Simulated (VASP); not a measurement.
# Nb (P6_3/mmc) in VASP: a series of runs

The runs below take Nb through single point, with LDA.

Program: VASP 6.6.1. These are calculated values, not measurements. Logs are shortened: lines on timing, memory, paths and dates and some standing lists are left out, and cuts for length are marked.

## Step 1: The cell of the first run

The structure is hexagonal, space group P6_3/mmc (No. 194). The conventional cell has a = 2.619 Å, b = 2.619 Å, c = 4.762 Å, α = 90.00°, β = 90.00°, γ = 120.00°. Nb (site symmetry -6m2) has 12 Nb at 2.62 to 2.82 Å within 3.5 Å.

## Step 2: Single point, LDA

File INCAR:

```
PREC = Accurate
ENCUT = 520
EDIFF = 1E-7
ISMEAR = -1
SIGMA = 0.1
LREAL = F
LASPH = T
NELM = 60
ALGO = Normal
ISIF = 2
LWAVE = F
LCHARG = T
GGA = CA
LELF = T
LVHAR = T
NBANDS = 20
```

File KPOINTS:

```
regular mesh
0
Gamma
  9 9 5
```

File POSCAR:

```
Nb
1.0
    2.6191322225      0.0000000000      0.0000000000
   -1.3095661113      2.2682350406      0.0000000000
    0.0000000000      0.0000000000      4.7624824746
Nb
2
Direct
    0.3333333333      0.6666666667      0.2500000000
    0.6666666667      0.3333333333      0.7500000000
```

Potentials or basis: VASP PAW LDA potentials, release 64 (Nb_sv).

On the command line:

```console
$ cat potpaw_LDA.64/Nb_sv/POTCAR > POTCAR
$ mpirun -np 1 vasp_std > vasp.out
```

OUTCAR:

```text
PREC = Accurate
   ENCUT = 520
   EDIFF = 1E-7
   ISMEAR = -1
   LREAL = F
   LASPH = T
   NELM = 60
   ISIF = 2
   GGA = CA

 ion  position               nearest neighbor table
   1  0.333  0.667  0.250-   2 2.82   2 2.82   2 2.82   2 2.82   2 2.82   2 2.82
   2  0.667  0.333  0.750-   1 2.82   1 2.82   1 2.82   1 2.82   1 2.82   1 2.82

  LATTYP: Found a hexagonal cell.
 ALAT       =     2.6191322225
 C/A-ratio  =     1.8183436612

  Lattice vectors:

 A1 = (   2.6191322225,   0.0000000000,   0.0000000000)
 A2 = (  -1.3095661113,   2.2682350406,   0.0000000000)
 A3 = (   0.0000000000,   0.0000000000,   4.7624824746)

Analysis of symmetry for initial positions (statically):
=====================================================================
 Subroutine PRICEL returns:
 Original cell was already a primitive cell.

 Routine SETGRP: Setting up the symmetry group for a
 hexagonal supercell.

 Subroutine GETGRP returns: Found 24 space group operations
 (whereof 12 operations were pure point group operations)
 out of a pool of 24 trial point group operations.

The static configuration has the point symmetry D_3d.
 The point group associated with its full space group is D_6h.

Analysis of symmetry for dynamics (positions and initial velocities):
=====================================================================
 Subroutine PRICEL returns:
 Original cell was already a primitive cell.

 Routine SETGRP: Setting up the symmetry group for a
 hexagonal supercell.

 Subroutine GETGRP returns: Found 24 space group operations
 (whereof 12 operations were pure point group operations)
 out of a pool of 24 trial point group operations.

The dynamic configuration has the point symmetry D_3d.
 The point group associated with its full space group is D_6h.

 Subroutine INISYM returns: Found 24 space group operations
 (whereof 12 operations are pure point group operations),
 and found     1 'primitive' translations

----------------------------------------------------------------------------------------

                                     Primitive cell

  volume of cell :      28.2930

  direct lattice vectors                    reciprocal lattice vectors
     2.619132223  0.000000000  0.000000000     0.381805848  0.220435709  0.000000000
    -1.309566111  2.268235041  0.000000000     0.000000000  0.440871419  0.000000000
     0.000000000  0.000000000  4.762482475     0.000000000  0.000000000  0.209974526

  length of vectors
     2.619132223  2.619132223  4.762482475     0.440871419  0.440871419  0.209974526

  position of ions in fractional coordinates (direct lattice)
     0.333333333  0.666666667  0.250000000
     0.666666667  0.333333333  0.750000000

  ion indices of the primitive-cell ions
   primitive index   ion index
                 1           1
                 2           2

----------------------------------------------------------------------------------------

 KPOINTS: regular mesh

Automatic generation of k-mesh.
 Grid dimensions read from file:
 generate k-points for:    9    9    5

 Generating k-lattice:

  Cartesian coordinates                     Fractional coordinates (reciprocal lattice)
     0.042422872  0.024492857  0.000000000     0.111111111  0.000000000  0.000000000
     0.000000000  0.048985713  0.000000000     0.000000000  0.111111111  0.000000000
     0.000000000  0.000000000  0.041994905     0.000000000  0.000000000  0.200000000

  Length of vectors
     0.048985713  0.048985713  0.041994905

  Shift w.r.t. Gamma in fractional coordinates (k-lattice)
     0.000000000  0.000000000  0.000000000

 Subroutine IBZKPT returns following result:
 ===========================================

 Found     36 irreducible k-points:

 Following reciprocal coordinates:
            Coordinates               Weight
  0.000000  0.000000  0.000000      1.000000
  0.111111 -0.000000  0.000000      6.000000
  0.222222 -0.000000  0.000000      6.000000
  0.333333 -0.000000  0.000000      6.000000
  0.444444 -0.000000  0.000000      6.000000
  0.111111  0.111111  0.000000      6.000000
[... 16 lines left out ...]
  0.333333  0.222222  0.200000     24.000000
  0.333333  0.333333  0.200000      4.000000
 [... further k-points ...]
   k-points           NKPTS =     36   k-points in BZ     NKDIM =     36   number of bands    NBANDS=     20
   number of dos      NEDOS =    301   number of ions     NIONS =      2
   total plane-waves  NPLWV =  14400
   dimension x,y,z NGX =    20 NGY =   20 NGZ =   36
   dimension x,y,z NGXF=    40 NGYF=   40 NGZF=   72
   ions per type =               2
   NGX,Y,Z   is equivalent  to a cutoff of  12.69, 12.69, 12.57 a.u.
   NGXF,Y,Z  is equivalent  to a cutoff of  25.39, 25.39, 25.13 a.u.
 SYSTEM =  unknown system
   PREC   = accura    normal or accurate (medium, high low for compatibility)
   ISTART =      0    job   : 0-new  1-cont  2-samecut
   ICHARG =      2    charge: 1-file 2-atom 10-const
   ISPIN  =      1    spin polarized calculation?
   LNONCOLLINEAR =      F non collinear calculations
   LSORBIT =      F    spin-orbit coupling
   LASPH  =      T    aspherical Exc in radial PAW
   ENCUT  =  520.0 eV  38.22 Ry    6.18 a.u.   4.87  4.87  8.86*2*pi/ulx,y,z
   NELM   =     60;   NELMIN=  2; NELMDL= -5     # of ELM steps
   EDIFF  = 0.1E-06   stopping-criterion for ELM
   LREAL  =      F    real-space projection
   EDIFFG = 0.1E-05   stopping-criterion for IOM
   NSW    =      0    number of steps for IOM
   IBRION =     -1    ionic relax: 0-MD 1-quasi-New 2-CG
   NFREE  =      0    steps in history (QN), initial steepest desc. (CG)
   ISIF   =      2    stress and relaxation
   ISYM   =      2    0-nonsym 1-usesym 2-fastsym
   POTIM  = 0.5000    time-step for ionic-motion
   TEBEG  =    0.0;   TEEND  =   0.0 temperature during run
   PSTRESS=    0.0 pullay stress
   NELECT =      26.0000    total number of electrons
   NUPDOWN=      -1.0000    fix difference up-down
   EMIN   =  10.00;   EMAX   =-10.00  energy-range for DOS
   EFERMI =   0.00;   METHOD = LEGACY
   ISMEAR =    -1;   SIGMA  =   0.10  broadening in eV -4-tet -1-fermi 0-gaus
   EFERMI_NEDOS =   21; number of points for ismear=-14 and -15
   IALGO  =     38    algorithm
   IMIX   =      4    mixing-type and parameters
     AMIX     =   0.40;   BMIX     =  1.00
     AMIX_MAG =   1.60;   BMIX_MAG =  1.00
  volume/ion in A,a.u.               =      14.15        95.47
  Fermi-wavevector in a.u.,A,eV,Ry     =   1.591621  3.007728 34.467059  2.533257
  Thomas-Fermi vector in A             =   2.690133
   LORBIT       =      0    0 simple, 1 ext, 2 COOP (PROOUT), +10 PAW based schemes
   GGA     = CA    functional components
   LHFCALC =     F    Hartree Fock is set to
   AEXX    =    0.0000 exact exchange contribution
   IVDW    =     0    specifies the selected vdW correction
   LEPSILON=     F    determine dielectric tensor
   LRPA    =     F    only Hartree local field effects (RPA)
 non-spin polarized calculation
  energy-cutoff  :      520.00
  volume of cell :       28.29
 maximum number of plane-waves:       780
 NGX is ok and might be reduce to    20
   NGX =  9   NGY =  9   NGZ = 17

 number of electron      26.0000003 magnetization

 Free energy of the ion-electron system (eV)
  ---------------------------------------------------
  ext. energy  EPLUGINS =         0.00000000
  ---------------------------------------------------
  free energy    TOTEN  =       -20.81156755 eV

  energy without entropy =      -20.74860462  energy(sigma->0) =      -20.78008609

 E-fermi :  15.2215     XC(G=0): -13.9905

 val. band max:       15.2206081208   @ k =   0.0000   0.0000   0.2000
 cond. band min:      15.2309464647   @ k =   0.2222   0.1111   0.4000
 fundamental gap:      0.0103383439
 Fermi energy:        15.2215464441

 k-point     1 :       0.0000    0.0000    0.0000
  band No.  band energies     occupation
      1     -39.2704      2.00000
      2     -38.8722      2.00000
      3     -16.5197      2.00000
      4     -14.2521      2.00000
      5     -13.8921      2.00000
      6     -13.8921      2.00000
[... 12 lines left out ...]
     19      20.9211      0.00000
     20      20.9211      0.00000

 k-point     2 :       0.1111   -0.0000    0.0000
  band No.  band energies     occupation
      1     -39.1972      2.00000
      2     -38.8182      2.00000
      3     -16.4100      2.00000
      4     -14.2620      2.00000
      5     -14.2567      2.00000
      6     -14.0633      2.00000
[... 12 lines left out ...]
     19      21.1458      0.00000
     20      22.5582      0.00000

 k-point     3 :       0.2222   -0.0000    0.0000
  band No.  band energies     occupation
      1     -39.0043      2.00000
      2     -38.6816      2.00000
      3     -16.1084      2.00000
      4     -15.1568      2.00000
      5     -14.9282      2.00000
      6     -14.2876      2.00000
[... 12 lines left out ...]
     19      21.3788      0.00000
     20      25.0283      0.00000

 k-point     4 :       0.3333   -0.0000    0.0000
  band No.  band energies     occupation
      1     -38.7662      2.00000
      2     -38.5307      2.00000
      3     -16.1098      2.00000
      4     -15.8318      2.00000
      5     -15.6984      2.00000
      6     -14.4607      2.00000
[... 12 lines left out ...]
     19      21.4003      0.00000
     20      26.9902      0.00000

 k-point     5 :       0.4444   -0.0000    0.0000
  band No.  band energies     occupation
      1     -38.5901      2.00000
      2     -38.4442      2.00000
      3     -16.7006      2.00000
      4     -16.3886      2.00000
      5     -15.3384      2.00000
      6     -14.6118      2.00000
[... 12 lines left out ...]
     19      22.8816      0.00000
     20      26.3264      0.00000
[... 353 lines left out ...]
      6     -14.7967      2.00000
[... 12 lines left out ...]
     19      24.3607      0.00000
     20      26.5336      0.00000

 k-point    22 :       0.2222    0.2222    0.2000
  band No.  band energies     occupation
      1     -38.6364      2.00000
      2     -38.4868      2.00000
      3     -16.1015      2.00000
      4     -16.0902      2.00000
      5     -15.2841      2.00000
      6     -14.9500      2.00000
[... 12 lines left out ...]
     19      23.7692      0.00000
     20      26.2031      0.00000

 k-point    23 :       0.3333    0.2222    0.2000
  band No.  band energies     occupation
      1     -38.4974      2.00000
      2     -38.4229      2.00000
      3     -16.3807      2.00000
      4     -16.1843      2.00000
      5     -15.3839      2.00000
      6     -15.1192      2.00000
[... 12 lines left out ...]
     19      25.6893      0.00000
     20      26.8319      0.00000

 k-point    24 :       0.3333    0.3333    0.2000
  band No.  band energies     occupation
      1     -38.4248      2.00000
      2     -38.4248      2.00000
      3     -16.0404      2.00000
      4     -15.9251      2.00000
      5     -15.9251      2.00000
      6     -15.5844      2.00000
[... 12 lines left out ...]
     19      26.2526      0.00000
     20      26.2949      0.00000

 [... further k-points ...]

------------------------ aborting loop because EDIFF is reached ----------------------------------------

  FORCE on cell =-STRESS in cart. coord.  units (eV):
  Direction    XX          YY          ZZ          XY          YZ          ZX
  --------------------------------------------------------------------------------------
  -------------------------------------------------------------------------------------
  Total       10.6055155     10.6055155     10.5743861     -0.0000000      0.0000000      0.0000000
  in kB      600.5698111    600.5698112    598.8070129     -0.0000000      0.0000000      0.0000000
  external PRESSURE =     599.9822117 kB  Pullay stress =       0.0000000 kB

 VOLUME and BASIS-vectors are now :
 -----------------------------------------------------------------------------
  energy-cutoff  :      520.00
  volume of cell :       28.29
      direct lattice vectors                 reciprocal lattice vectors
     2.619132223  0.000000000  0.000000000     0.381805848  0.220435709  0.000000000
    -1.309566111  2.268235041  0.000000000     0.000000000  0.440871419  0.000000000
     0.000000000  0.000000000  4.762482475     0.000000000  0.000000000  0.209974526

 POSITION                                       TOTAL-FORCE (eV/Angst)
 -----------------------------------------------------------------------------------
     -0.00000      1.51216      1.19062        -0.000000     -0.000000      0.000000
      1.30957      0.75608      3.57186         0.000000      0.000000      0.000000
 -----------------------------------------------------------------------------------
    total drift:                                0.000000     -0.000000      0.000000

  FREE ENERGIE OF THE ION-ELECTRON SYSTEM (eV)
  ---------------------------------------------------
  free  energy   TOTEN  =       -20.8115675531 eV

  energy  without entropy=      -20.7486046193  energy(sigma->0) =      -20.78008609
```

Run time: 16 s. Hardware: 1 thread of Intel Xeon Platinum 8375C at 2.90GHz (Ice Lake), shared host; peak memory 0.13 GiB.

What came out:

```yaml
Free_energy: -20.8116 eV
Pressure: 60.0 GPa
Band_gap_on_the_k_mesh: zero (band 13 reaches 17.14 eV, above the bottom of band 14 at 14.04 eV)
```

## Step 3: Single point, LDA

This run uses another cell than the first one, of 14.99 Å³/atom, 1.060 times its volume.

File INCAR:

```
SYSTEM = Nb
ALGO     = Normal         ! electronic algorithm
EDIFF    = 1E-6           ! SCF threshold, eV
ENCUT    = 520            ! plane-wave cutoff, eV
GGA      = CA             ! functional
ISIF     = 2              ! what is computed and relaxed
ISMEAR   = -1             ! smearing method
LASPH    = .True.         ! aspherical terms in the spheres
LCHARG   = .False.        ! write CHGCAR
LREAL    = .False.        ! projectors in reciprocal space
LWAVE    = .False.        ! write WAVECAR
NBANDS   = 20             ! bands
NELM     = 80             ! most SCF steps
PREC     = Accurate       ! precision mode
SIGMA    = 0.1            ! smearing width, eV
```

File KPOINTS:

```
k-points
0
Gamma
  9 9 5
  0 0 0
```

File POSCAR:

```
Nb
1.0
    2.6651343584      0.0000000000      0.0000000000
   -1.3325671792      2.3080740589      0.0000000000
    0.0000000000      0.0000000000      4.8736716152
Nb
2
Direct
    0.3333333333      0.6666666667      0.2500000000
    0.6666666667      0.3333333333      0.7500000000
```

Potentials or basis: VASP PAW LDA potentials, release 64 (Nb_sv).

On the command line:

```console
$ cat potpaw_LDA.64/Nb_sv/POTCAR > POTCAR
$ mpirun -np 1 vasp_std > vasp.out
```

Run time: 14 s. Hardware: 1 thread of Intel Xeon Platinum 8375C at 2.90GHz (Ice Lake), shared host; peak memory 0.13 GiB.

Results (log left out):

```yaml
Free_energy: -21.3355 eV
Pressure: 40.0 GPa
Band_gap_on_the_k_mesh: zero (band 13 reaches 16.13 eV, above the bottom of band 14 at 13.15 eV)
```

Stress tensor (GPa, compression positive):
```
40.00  0.00  0.00
 0.00 40.00  0.00
 0.00  0.00 39.92
```

Levels at points of the mesh, in eV from the Fermi level:
```tsv
k point	band 9	band 10	band 11	band 12	band 13	band 14	band 15	band 16	band 17	band 18
(0.00, 0.00, 0.00)	-6.55	-4.55	-1.54	0.13	0.13	0.73	0.73	1.37	3.09	3.09
```

## Step 4: Single point, LDA

This run uses another cell than the first one, of 16.09 Å³/atom, 1.138 times its volume.

File INCAR:

```
PREC = Accurate
ENCUT = 520
EDIFF = 1E-7
ISMEAR = -1
SIGMA = 0.1
LREAL = F
LASPH = T
NELM = 80
ALGO = Normal
ISIF = 2
LWAVE = F
LCHARG = F
NBANDS = 20
```

File KPOINTS:

```
regular mesh
0
Gamma
  9 9 5
```

File POSCAR:

```
Nb
1.0
    2.7213303380      0.0000000000      0.0000000000
   -1.3606651690      2.3567412048      0.0000000000
    0.0000000000      0.0000000000      5.0189355100
Nb
2
Direct
    0.3333333333      0.6666666667      0.2500000000
    0.6666666667      0.3333333333      0.7500000000
```

On the command line:

```console
$ cat potpaw_LDA.64/Nb_sv/POTCAR > POTCAR
$ mpirun -np 1 vasp_std > vasp.out
```

It took 16 s on 1 thread of Intel Xeon Platinum 8375C at 2.90GHz (Ice Lake), shared host; peak memory 0.14 GiB.

The run converged. Its results:

```yaml
Free_energy: -21.7434 eV
Pressure: 19.9 GPa
Band_gap_on_the_k_mesh: zero (band 13 reaches 14.76 eV, above the bottom of band 14 at 12.10 eV)
```

Levels at points of the mesh, in eV from the Fermi level:
```tsv
k point	band 9	band 10	band 11	band 12	band 13	band 14	band 15	band 16	band 17	band 18
(0.00, 0.00, 0.00)	-6.47	-4.32	-1.42	0.23	0.23	0.75	0.75	0.94	2.99	2.99
```

## Step 5: Single point, LDA

This run uses another cell than the first one, of 17.67 Å³/atom, 1.249 times its volume.

File INCAR:

```
SYSTEM = Nb
ALGO = Normal ; EDIFF = 1E-6
ENCUT = 520 ; ISIF = 2
ISMEAR = -1 ; LASPH = .True.
LCHARG = .False. ; LREAL = .False.
LWAVE = .False. ; NBANDS = 20
NELM = 60 ; PREC = Accurate
SIGMA = 0.1
```

File KPOINTS:

```
k-points
0
Gamma
  9 9 5
  0 0 0
```

File POSCAR:

```
Nb
1.0
    2.7973426491      0.0000000000      0.0000000000
   -1.3986713246      2.4225697972      0.0000000000
    0.0000000000      0.0000000000      5.2155935891
Nb
2
Direct
    0.3333333333      0.6666666667      0.2500000000
    0.6666666667      0.3333333333      0.7500000000
```

Potentials or basis: VASP PAW LDA potentials, release 64 (Nb_sv).

On the command line:

```console
$ cat potpaw_LDA.64/Nb_sv/POTCAR > POTCAR
$ mpirun -np 1 vasp_std > vasp.out
```

OUTCAR:

```text
SYSTEM = Nb
   EDIFF = 1E-6
   ENCUT = 520
   ISIF = 2
   ISMEAR = -1
   LASPH = .True.
   LREAL = .False.
   NELM = 60
   PREC = Accurate

 ion  position               nearest neighbor table
   1  0.333  0.667  0.250-
   2  0.667  0.333  0.750-

  LATTYP: Found a hexagonal cell.
 ALAT       =     2.7973426491
 C/A-ratio  =     1.8644814895

  Lattice vectors:

 A1 = (   2.7973426491,   0.0000000000,   0.0000000000)
 A2 = (  -1.3986713246,   2.4225697972,   0.0000000000)
[... 740 lines left out ...]

  FORCE on cell =-STRESS in cart. coord.  units (eV):
  Direction    XX          YY          ZZ          XY          YZ          ZX
  --------------------------------------------------------------------------------------
  -------------------------------------------------------------------------------------
  Total       -0.0234617     -0.0234617     -0.0128609      0.0000000      0.0000000      0.0000000
  in kB       -1.0635187     -1.0635187     -0.5829826      0.0000000      0.0000000      0.0000000
  external PRESSURE =      -0.9033400 kB  Pullay stress =       0.0000000 kB

 VOLUME and BASIS-vectors are now :
 -----------------------------------------------------------------------------
  energy-cutoff  :      520.00
  volume of cell :       35.34
      direct lattice vectors                 reciprocal lattice vectors
     2.797342649  0.000000000  0.000000000     0.357482127  0.206392402  0.000000000
    -1.398671325  2.422569797  0.000000000     0.000000000  0.412784804  0.000000000
     0.000000000  0.000000000  5.215593589     0.000000000  0.000000000  0.191732730

 POSITION                                       TOTAL-FORCE (eV/Angst)
 -----------------------------------------------------------------------------------
     -0.00000      1.61505      1.30390         0.000000     -0.000000      0.000000
      1.39867      0.80752      3.91170        -0.000000      0.000000      0.000000
 -----------------------------------------------------------------------------------
    total drift:                                0.000000     -0.000000      0.000000

  FREE ENERGIE OF THE ION-ELECTRON SYSTEM (eV)
  ---------------------------------------------------
  free  energy   TOTEN  =       -21.9271769395 eV

  energy  without entropy=      -21.8410939555  energy(sigma->0) =      -21.88413545
```

It took 20 s on 1 thread of Intel Xeon Platinum 8375C at 2.90GHz (Ice Lake), shared host; peak memory 0.15 GiB.

Results:

```
Free energy            : -21.9272 eV
Pressure               : -0.1 GPa
Band gap on the k mesh : zero (band 13 reaches 13.09 eV, above the bottom of band 14 at 10.83 eV)
```

Levels at points of the mesh, in eV from the Fermi level:
```tsv
k point	band 11	band 12	band 13	band 14	band 15	band 16
(0.00, 0.00, 0.00)	-1.28	0.31	0.31	0.50	0.74	0.74
```

## Step 6: The runs side by side

```tsv
cell	gap on the mesh (eV)	pressure (GPa)
a = 2.619, b = 2.619, c = 4.762 Å, angles 90.0, 90.0, 120.0°, 2 atoms	none	60.0
a = 2.665, b = 2.665, c = 4.874 Å, angles 90.0, 90.0, 120.0°, 2 atoms	none	40.0
a = 2.721, b = 2.721, c = 5.019 Å, angles 90.0, 90.0, 120.0°, 2 atoms	none	19.9
a = 2.797, b = 2.797, c = 5.216 Å, angles 90.0, 90.0, 120.0°, 2 atoms	none	-0.1
```

Alike in all rows: task single point; level LDA; potentials or basis VASP PAW LDA potentials, release 64 (Nb_sv); no spin polarisation; k mesh 9 × 9 × 5; cutoff (eV) 520; smearing fermi-dirac 0.1 eV.

Absolute energies hang on the potentials; compare differences alone.
